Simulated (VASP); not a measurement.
Wanted: the native input for a VASP 6.6.1 run.

* Task: single point
* Functional: PBE
* Potentials or basis: VASP PAW PBE potentials, release 64 (Al, N)
* Cutoff: 520 eV
* k mesh: 9 × 9 × 1
* Occupations: gaussian, width 0.1 eV
* Spin: no spin polarisation
* Dipole correction: yes
* Further INCAR settings: ALGO = Normal; EDIFF = 1e-07; NBANDS = 15

The structure of Al3N lies in POSCAR:

```
Al3N
1.0
    2.8571514048      0.0000000000      0.0000000000
   -1.4285757024      2.4743656990      0.0000000000
    0.0000000000      0.0000000000     20.1016425018
Al N
3 1
Direct
    0.6666666667      0.3333333333      0.1989887145
    0.3333333333      0.6666666667      0.3134533094
    0.0000000000      0.0000000000      0.4279074459
    0.1666666667      0.6666666667      0.4802895403
```

The input as run:

INCAR

```
PREC = Accurate
ENCUT = 520
EDIFF = 1E-7
ISMEAR = 0
SIGMA = 0.1
LREAL = F
LASPH = T
NELM = 100
ALGO = Normal
ISIF = 2
LWAVE = F
LCHARG = F
LDIPOL = T
IDIPOL = 3
DIPOL = 0.5 0.5 0.355
GGA = PE
NBANDS = 15
```

KPOINTS

```
Automatic mesh
0
Gamma
  9 9 1
```

Potentials or basis: VASP PAW PBE potentials, release 64 (Al, N).

Run with:

```console
$ cat potpaw_PBE.64/Al/POTCAR potpaw_PBE.64/N/POTCAR > POTCAR
$ mpirun -np 1 vasp_std > vasp.out
```

Results of the run:

```
Largest force          : 5.705 eV/Å
Band gap on the k mesh : zero (band 7 reaches 0.05 eV, above the bottom of band 8 at -1.49 eV)
```

Run time: 94 s on 1 thread of Intel(R) Xeon(R) 6975P-C (Granite Rapids), on a shared host, peak memory 0.3 GiB.
